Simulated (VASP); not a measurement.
# CdTe (CsCl type): single point with PBEsol

Crystal: CdTe (CsCl type).

```xyz
2
Lattice="3.7006 0.0000 0.0000 0.0000 3.7006 0.0000 0.0000 0.0000 3.7006" Properties=species:S:1:pos:R:3 pbc="T T T"
Cd    0.0000    0.0000    0.0000
Te    1.8503    1.8503    1.8503
```

| Item | Value |
| --- | --- |
| Program | VASP 6.6.1 |
| Task | single point |
| Functional | PBEsol |
| Potentials or basis | VASP PAW PBE potentials, release 64 (Cd, Te) |
| Cutoff | 520 eV |
| k mesh | 13 × 13 × 13 |
| Occupations | fermi-dirac, width 0.05 eV |
| Spin | no spin polarisation |
| Dipole correction | no |
| Further INCAR settings | ALGO = Normal; EDIFF = 1e-06; NBANDS = 16 |

The pressure is 0.2 GPa and the band gap on the k mesh is zero (band 9 reaches 5.85 eV, above the bottom of band 10 at 4.29 eV).

Levels at points of the mesh, in eV from the Fermi level:
| k point | band 5 | band 6 | band 7 | band 8 | band 9 | band 10 | band 11 | band 12 | band 13 | band 14 |
| --- | --- | --- | --- | --- | --- | --- | --- | --- | --- | --- |
| (0.00, 0.00, 0.00) | -8.28 | -8.28 | -1.07 | -1.07 | -1.07 | -0.99 | 4.83 | 4.83 | 9.87 | 9.87 |

Run time: 17 s on 1 thread of Intel(R) Xeon(R) 6975P-C (Granite Rapids) (shared host), peak memory 0.2 GiB.

Caveat: the PAW data sets were made with another functional, which shifts forces and pressure a little; spin-orbit coupling is left out, which moves the levels of the heavy elements.
